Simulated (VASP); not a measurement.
# NaF (Pm-3m) in VASP: notebook

NaF is run at these levels: PBE, r2SCAN; tasks: single point.

Program: VASP 6.6.1. These are calculated values, not measurements. Logs are shortened: lines on timing, memory, paths and dates and some standing lists are left out, and cuts for length are marked.

### 1 The cell of the first run

The structure is cubic, space group Pm-3m (No. 221). Conventional cell: a = 2.905 Å, b = 2.905 Å, c = 2.905 Å, α = 90.00°, β = 90.00°, γ = 90.00°. Na (site symmetry m-3m) has 8 F at 2.52 Å and 6 Na at 2.90 Å within 3.3 Å. Within 3.3 Å of F (site symmetry m-3m) lie 8 Na at 2.52 Å and 6 F at 2.90 Å.

### 2 Single point, PBE (strain +4.0%)

INCAR

```
SYSTEM = NaF
PREC = Accurate ; ENCUT = 520
EDIFF = 1E-6 ; ISMEAR = -1
SIGMA = 0.02 ; LREAL = .FALSE.
LASPH = .TRUE. ; NELM = 100
ALGO = Normal ; ISIF = 2
LWAVE = .FALSE. ; LCHARG = .TRUE.
GGA = PE ; LELF = .TRUE.
LVHAR = .TRUE. ; NBANDS = 14
```

KPOINTS

```
regular mesh
0
G
  10 10 10
  0 0 0
```

POSCAR

```
NaF
1.0
    2.9046659103      0.0000000000      0.0000000000
    0.0000000000      2.9046659103      0.0000000000
    0.0000000000      0.0000000000      2.9046659103
Na F
1 1
Direct
    0.0000000000      0.0000000000      0.0000000000
    0.5000000000      0.5000000000      0.5000000000
```

Potentials or basis: VASP PAW PBE potentials, release 64 (Na_pv, F).

On the command line:

```bash
> cat potpaw_PBE.64/Na_pv/POTCAR potpaw_PBE.64/F/POTCAR > POTCAR
> mpirun -np 1 vasp_std > vasp.out
```

OUTCAR:

```text
SYSTEM = NaF
   PREC = Accurate
   ENCUT = 520
   EDIFF = 1E-6
   ISMEAR = -1
   LREAL = .FALSE.
   LASPH = .TRUE.
   NELM = 100
   ISIF = 2
   GGA = PE

 ion  position               nearest neighbor table
   1  0.000  0.000  0.000-
   2  0.500  0.500  0.500-

  LATTYP: Found a simple cubic cell.
 ALAT       =     2.9046659103

  Lattice vectors:

 A1 = (   2.9046659103,   0.0000000000,   0.0000000000)
 A2 = (   0.0000000000,   2.9046659103,   0.0000000000)
 A3 = (   0.0000000000,   0.0000000000,   2.9046659103)

Analysis of symmetry for initial positions (statically):
=====================================================================
 Subroutine PRICEL returns:
 Original cell was already a primitive cell.

 Routine SETGRP: Setting up the symmetry group for a
 simple cubic supercell.

 Subroutine GETGRP returns: Found 48 space group operations
 (whereof 48 operations were pure point group operations)
 out of a pool of 48 trial point group operations.

The static configuration has the point symmetry O_h .

Analysis of symmetry for dynamics (positions and initial velocities):
=====================================================================
 Subroutine PRICEL returns:
 Original cell was already a primitive cell.

 Routine SETGRP: Setting up the symmetry group for a
 simple cubic supercell.

 Subroutine GETGRP returns: Found 48 space group operations
 (whereof 48 operations were pure point group operations)
 out of a pool of 48 trial point group operations.

The dynamic configuration has the point symmetry O_h .

 Subroutine INISYM returns: Found 48 space group operations
 (whereof 48 operations are pure point group operations),
 and found     1 'primitive' translations

----------------------------------------------------------------------------------------

                                     Primitive cell

  volume of cell :      24.5069

  direct lattice vectors                    reciprocal lattice vectors
     2.904665910  0.000000000  0.000000000     0.344273672  0.000000000  0.000000000
     0.000000000  2.904665910  0.000000000     0.000000000  0.344273672  0.000000000
     0.000000000  0.000000000  2.904665910     0.000000000  0.000000000  0.344273672

  length of vectors
     2.904665910  2.904665910  2.904665910     0.344273672  0.344273672  0.344273672

  position of ions in fractional coordinates (direct lattice)
     0.000000000  0.000000000  0.000000000
     0.500000000  0.500000000  0.500000000

  ion indices of the primitive-cell ions
   primitive index   ion index
                 1           1
                 2           2

----------------------------------------------------------------------------------------

 KPOINTS: regular mesh

Automatic generation of k-mesh.
 Grid dimensions read from file:
 generate k-points for:   10   10   10

 Generating k-lattice:

  Cartesian coordinates                     Fractional coordinates (reciprocal lattice)
     0.034427367  0.000000000  0.000000000     0.100000000  0.000000000  0.000000000
     0.000000000  0.034427367  0.000000000     0.000000000  0.100000000  0.000000000
     0.000000000  0.000000000  0.034427367     0.000000000  0.000000000  0.100000000

  Length of vectors
     0.034427367  0.034427367  0.034427367

  Shift w.r.t. Gamma in fractional coordinates (k-lattice)
     0.000000000  0.000000000  0.000000000

 Subroutine IBZKPT returns following result:
 ===========================================

 Found     56 irreducible k-points:

 Following reciprocal coordinates:
            Coordinates               Weight
  0.000000  0.000000  0.000000      1.000000
  0.100000  0.000000  0.000000      6.000000
  0.200000  0.000000  0.000000      6.000000
  0.300000  0.000000  0.000000      6.000000
  0.400000  0.000000  0.000000      6.000000
  0.500000  0.000000  0.000000      3.000000
[... 16 lines left out ...]
  0.200000  0.100000  0.100000     24.000000
  0.300000  0.100000  0.100000     24.000000
 [... further k-points ...]
   k-points           NKPTS =     56   k-points in BZ     NKDIM =     56   number of bands    NBANDS=     14
   number of dos      NEDOS =    301   number of ions     NIONS =      2
   total plane-waves  NPLWV =  13824
   dimension x,y,z NGX =    24 NGY =   24 NGZ =   24
   dimension x,y,z NGXF=    48 NGYF=   48 NGZF=   48
   ions per type =               1   1
   NGX,Y,Z   is equivalent  to a cutoff of  13.74, 13.74, 13.74 a.u.
   NGXF,Y,Z  is equivalent  to a cutoff of  27.47, 27.47, 27.47 a.u.
 SYSTEM =  NaF
   PREC   = accura    normal or accurate (medium, high low for compatibility)
   ISTART =      0    job   : 0-new  1-cont  2-samecut
   ICHARG =      2    charge: 1-file 2-atom 10-const
   ISPIN  =      1    spin polarized calculation?
   LNONCOLLINEAR =      F non collinear calculations
   LSORBIT =      F    spin-orbit coupling
   LASPH  =      T    aspherical Exc in radial PAW
   ENCUT  =  520.0 eV  38.22 Ry    6.18 a.u.   5.40  5.40  5.40*2*pi/ulx,y,z
   NELM   =    100;   NELMIN=  2; NELMDL= -5     # of ELM steps
   EDIFF  = 0.1E-05   stopping-criterion for ELM
   LREAL  =      F    real-space projection
   EDIFFG = 0.1E-04   stopping-criterion for IOM
   NSW    =      0    number of steps for IOM
   IBRION =     -1    ionic relax: 0-MD 1-quasi-New 2-CG
   NFREE  =      0    steps in history (QN), initial steepest desc. (CG)
   ISIF   =      2    stress and relaxation
   ISYM   =      2    0-nonsym 1-usesym 2-fastsym
   POTIM  = 0.5000    time-step for ionic-motion
   TEBEG  =    0.0;   TEEND  =   0.0 temperature during run
   PSTRESS=    0.0 pullay stress
   NELECT =      14.0000    total number of electrons
   NUPDOWN=      -1.0000    fix difference up-down
   EMIN   =  10.00;   EMAX   =-10.00  energy-range for DOS
   EFERMI =   0.00;   METHOD = LEGACY
   ISMEAR =    -1;   SIGMA  =   0.02  broadening in eV -4-tet -1-fermi 0-gaus
   EFERMI_NEDOS =   21; number of points for ismear=-14 and -15
   IALGO  =     38    algorithm
   IMIX   =      4    mixing-type and parameters
     AMIX     =   0.40;   BMIX     =  1.00
     AMIX_MAG =   1.60;   BMIX_MAG =  1.00
  volume/ion in A,a.u.               =      12.25        82.69
  Fermi-wavevector in a.u.,A,eV,Ry     =   1.358380  2.566966 25.105424  1.845197
  Thomas-Fermi vector in A             =   2.485218
   LORBIT       =      0    0 simple, 1 ext, 2 COOP (PROOUT), +10 PAW based schemes
   GGA     = PE    functional components
   LHFCALC =     F    Hartree Fock is set to
   AEXX    =    0.0000 exact exchange contribution
   IVDW    =     0    specifies the selected vdW correction
   LEPSILON=     F    determine dielectric tensor
   LRPA    =     F    only Hartree local field effects (RPA)
 non-spin polarized calculation
  energy-cutoff  :      520.00
  volume of cell :       24.51
 maximum number of plane-waves:       691
 NGX is ok and might be reduce to    24
   NGX = 11   NGY = 11   NGZ = 11

 number of electron      13.9999995 magnetization

 Free energy of the ion-electron system (eV)
  ---------------------------------------------------
  ext. energy  EPLUGINS =         0.00000000
  ---------------------------------------------------
  free energy    TOTEN  =        -8.24816809 eV

  energy without entropy =       -8.24816809  energy(sigma->0) =       -8.24816809

 E-fermi :  -0.8495     XC(G=0):  -9.3488

 val. band max:       -1.2395297901   @ k =   0.5000   0.5000   0.0000
 cond. band min:       4.1666254373   @ k =   0.0000   0.0000   0.0000
 fundamental gap:      5.4061552274
 Fermi energy:        -0.8494658372

 k-point     1 :       0.0000    0.0000    0.0000
  band No.  band energies     occupation
      1     -21.5326      2.00000
      2     -21.5326      2.00000
      3     -21.5326      2.00000
      4     -20.8351      2.00000
      5      -1.5332      2.00000
      6      -1.5332      2.00000
      7      -1.5332      2.00000
      8       4.1666      0.00000
      9      13.9833      0.00000
     10      13.9833      0.00000
     11      20.9701      0.00000
     12      20.9701      0.00000
     13      20.9701      0.00000
     14      28.3481      0.00000

 k-point     2 :       0.1000    0.0000    0.0000
  band No.  band energies     occupation
      1     -21.5946      2.00000
      2     -21.5306      2.00000
      3     -21.5306      2.00000
      4     -20.7669      2.00000
      5      -1.7776      2.00000
      6      -1.5221      2.00000
      7      -1.5221      2.00000
      8       4.4867      0.00000
      9      13.7526      0.00000
     10      14.1588      0.00000
     11      20.9585      0.00000
     12      20.9585      0.00000
     13      21.2940      0.00000
     14      27.3513      0.00000

 k-point     3 :       0.2000    0.0000    0.0000
  band No.  band energies     occupation
      1     -21.7248      2.00000
      2     -21.5255      2.00000
      3     -21.5255      2.00000
      4     -20.6210      2.00000
      5      -2.3416      2.00000
      6      -1.4927      2.00000
      7      -1.4927      2.00000
      8       5.3097      0.00000
      9      13.0519      0.00000
     10      14.6840      0.00000
     11      20.9279      0.00000
     12      20.9279      0.00000
     13      22.3224      0.00000
     14      25.3745      0.00000
[... 324 lines left out ...]
 k-point    23 :       0.2000    0.1000    0.1000
  band No.  band energies     occupation
      1     -21.7239      2.00000
      2     -21.5544      2.00000
      3     -21.5413      2.00000
      4     -20.5659      2.00000
      5      -2.3071      2.00000
      6      -1.7009      2.00000
      7      -1.6305      2.00000
      8       5.8226      0.00000
      9      13.2813      0.00000
     10      14.3218      0.00000
     11      19.5357      0.00000
     12      21.8793      0.00000
     13      23.2519      0.00000
     14      23.4335      0.00000

 k-point    24 :       0.3000    0.1000    0.1000
  band No.  band energies     occupation
      1     -21.8251      2.00000
      2     -21.5449      2.00000
      3     -21.5345      2.00000
      4     -20.4531      2.00000
      5      -2.8574      2.00000
      6      -1.6444      2.00000
      7      -1.5877      2.00000
      8       6.8642      0.00000
      9      12.1977      0.00000
     10      14.9854      0.00000
     11      19.6767      0.00000
     12      20.7534      0.00000
     13      22.6154      0.00000
     14      23.0951      0.00000

 [... further k-points ...]

------------------------ aborting loop because EDIFF is reached ----------------------------------------

  FORCE on cell =-STRESS in cart. coord.  units (eV):
  Direction    XX          YY          ZZ          XY          YZ          ZX
  --------------------------------------------------------------------------------------
  -------------------------------------------------------------------------------------
  Total       -0.3099097     -0.3099097     -0.3099097      0.0000000      0.0000000      0.0000000
  in kB      -20.2608296    -20.2608296    -20.2608296      0.0000000      0.0000000      0.0000000
  external PRESSURE =     -20.2608296 kB  Pullay stress =       0.0000000 kB

 VOLUME and BASIS-vectors are now :
 -----------------------------------------------------------------------------
  energy-cutoff  :      520.00
  volume of cell :       24.51
      direct lattice vectors                 reciprocal lattice vectors
     2.904665910  0.000000000  0.000000000     0.344273672  0.000000000  0.000000000
     0.000000000  2.904665910  0.000000000     0.000000000  0.344273672  0.000000000
     0.000000000  0.000000000  2.904665910     0.000000000  0.000000000  0.344273672

 POSITION                                       TOTAL-FORCE (eV/Angst)
 -----------------------------------------------------------------------------------
      0.00000      0.00000      0.00000         0.000000      0.000000      0.000000
      1.45233      1.45233      1.45233         0.000000      0.000000      0.000000
 -----------------------------------------------------------------------------------
    total drift:                                0.000000      0.000000     -0.000000

  FREE ENERGIE OF THE ION-ELECTRON SYSTEM (eV)
  ---------------------------------------------------
  free  energy   TOTEN  =        -8.2481680874 eV

  energy  without entropy=       -8.2481680874  energy(sigma->0) =       -8.24816809
```

Wall time 14 s (1 thread of AMD EPYC 7R43 (Zen 3), shared host); peak memory 0.1 GiB.

What came out:

```
Free energy            : -8.2482 eV
Pressure               : -2.0 GPa
Band gap on the k mesh : 5.41 eV (least direct gap 5.70 eV)
```

Caveat: the cell differs from its parent crystal (strain +4.0%); the structure was generated, so it needn't be the stable form of NaF. A k mesh can miss the band edges.

### 3 Single point, r2SCAN (strain +4.0%)

POSCAR is that of step 2.

INCAR.step1

```
SYSTEM = NaF
ALGO = Normal
EDIFF = 1E-4
ENCUT = 520
GGA = PE
ISMEAR = 0
LASPH = .True.
LCHARG = .False.
LREAL = .False.
LWAVE = .True.
NBANDS = 14
NELM = 60
PREC = Accurate
SIGMA = 0.01
```

INCAR.step2

```
SYSTEM = NaF
ALGO = Normal
EDIFF = 1E-7
ENCUT = 520
ISIF = 2
ISMEAR = 0
ISTART = 1
LASPH = .True.
LCHARG = .False.
LMIXTAU = .True.
LREAL = .False.
LWAVE = .False.
METAGGA = R2SCAN
NBANDS = 14
NELM = 60
PREC = Accurate
SIGMA = 0.01
```

KPOINTS

```
k-points
0
Gamma
  10 10 10
  0 0 0
```

Potentials or basis: VASP PAW PBE potentials, release 64 (Na_pv, F).

On the command line:

```bash
> cat potpaw_PBE.64/Na_pv/POTCAR potpaw_PBE.64/F/POTCAR > POTCAR
> cp INCAR.step1 INCAR
> mpirun -np 1 vasp_std > vasp.out
> cp INCAR.step2 INCAR
> mpirun -np 1 vasp_std > vasp.out
```

It took 72 s on 1 thread of AMD EPYC 7R43 (Zen 3), shared host; peak memory 0.11 GiB.

Results (log left out):

```
Free energy            : -12.2558 eV
Pressure               : -5.7 GPa
Band gap on the k mesh : 6.36 eV (least direct gap 6.66 eV)
```

Levels at points of the mesh, in eV from the valence-band top:
| k point | band 4 | band 5 | band 6 | band 7 | band 8 | band 9 | band 10 | band 11 |
| --- | --- | --- | --- | --- | --- | --- | --- | --- |
| (0.00, 0.00, 0.00) | -20.72 | -0.29 | -0.29 | -0.29 | 6.36 | 15.90 | 15.90 | 23.76 |
| (0.50, 0.00, 0.00) | -20.11 | -2.25 | -0.18 | -0.18 | 10.95 | 11.86 | 19.53 | 21.43 |
| (0.50, 0.50, 0.00) | -20.33 | -1.63 | -1.63 | 0.00 | 12.26 | 15.21 | 15.21 | 15.63 |
| (0.50, 0.50, 0.50) | -20.16 | -1.41 | -1.41 | -1.41 | 14.60 | 14.60 | 14.60 | 19.25 |

Caveat: the cell differs from its parent crystal (strain +4.0%); the cell stands under tension; the structure was generated, so it needn't be the stable form of NaF; the PAW data sets were made with another functional, which shifts forces and pressure a little. A k mesh can miss the band edges.
